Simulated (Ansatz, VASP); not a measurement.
# ZnSe: VASP beside Ansatz

File INCAR:

```
SYSTEM = ZnSe
ALGO = Normal
EDIFF = 1E-6
ENCUT = 520
ISIF = 2
ISMEAR = -1
LASPH = .TRUE.
LCHARG = .FALSE.
LREAL = .FALSE.
LWAVE = .FALSE.
NBANDS = 16
NELM = 80
PREC = Accurate
SIGMA = 0.03
```

The input KPOINTS:

```
k-points
0
G
  8 8 8
  0 0 0
```

Contents of POSCAR:

```
ZnSe
1.0
    0.0000000000      2.8338000000      2.7487860000
    2.8338000000      0.0000000000      2.7487860000
    2.8338000000      2.8338000000      0.0000000000
Zn Se
1 1
Direct
    0.0000000000      0.0000000000      0.0000000000
    0.7500000000      0.7500000000      0.7500000000
```

Input for Ansatz:

```yaml
crystal:
  lattice:
    - [0.0, 2.8338, 2.748786]
    - [2.8338, 0.0, 2.748786]
    - [2.8338, 2.8338, 0.0]
  atoms:
    - { symbol: Zn, position: [0.0, 0.0, 0.0] }
    - { symbol: Se, position: [0.75, 0.75, 0.75] }
kpoints:
  mp_grid: { grid: [8, 8, 8] }
  band_path:
    path:
      - [0.0, 0.0, 0.0]
      - [0.0, 0.5, 0.5]
      - [0.25, 0.75, 0.5]
      - [0.0, 0.5, 0.0]
      - [0.0, 0.0, 0.0]
      - [0.5, 0.5, 0.0]
      - [0.3828515251, 0.6171484749, 0.0]
      - [-0.3828515251, 0.3828515251, 0.0]
      - [0.0, 0.0, 0.0]
    npoints: 5
scf:
  occupations: { method: fermi_dirac, width: 0.03 }
hamiltonian:
  xc: lda
  pseudopotentials: { kind: all_electron, lapw: { basis_error: 0.001 } }
output:
  forces: true
  stress: true
  eigenvalues: true
```

Change from the starting cell: zz strain of -3 %.

Alike in both runs: task single point; functional LDA; k mesh 8 × 8 × 8; occupations fermi-dirac, width 0.03 eV; no spin polarisation.

|  | VASP | Ansatz |
| --- | --- | --- |
| version | VASP 6.6.1 | Ansatz 0.2.0 |
| potentials or method | VASP PAW LDA potentials, release 64 (Zn, Se), cutoff 520 eV | all-electron LAPW, scalar-relativistic |

|  | VASP | Ansatz | Ansatz less VASP |
| --- | --- | --- | --- |
| pressure (GPa) | -1.2 | -1.6 | -0.32 |
| traceless stress, the component that is largest in VASP (GPa) | 0.75 | 0.75 | +0.007 |

LDA's correlation is that of Perdew and Zunger in VASP and of Perdew and Wang (1992) in Ansatz. Ansatz ran all-electron here, and VASP with PAW potentials.
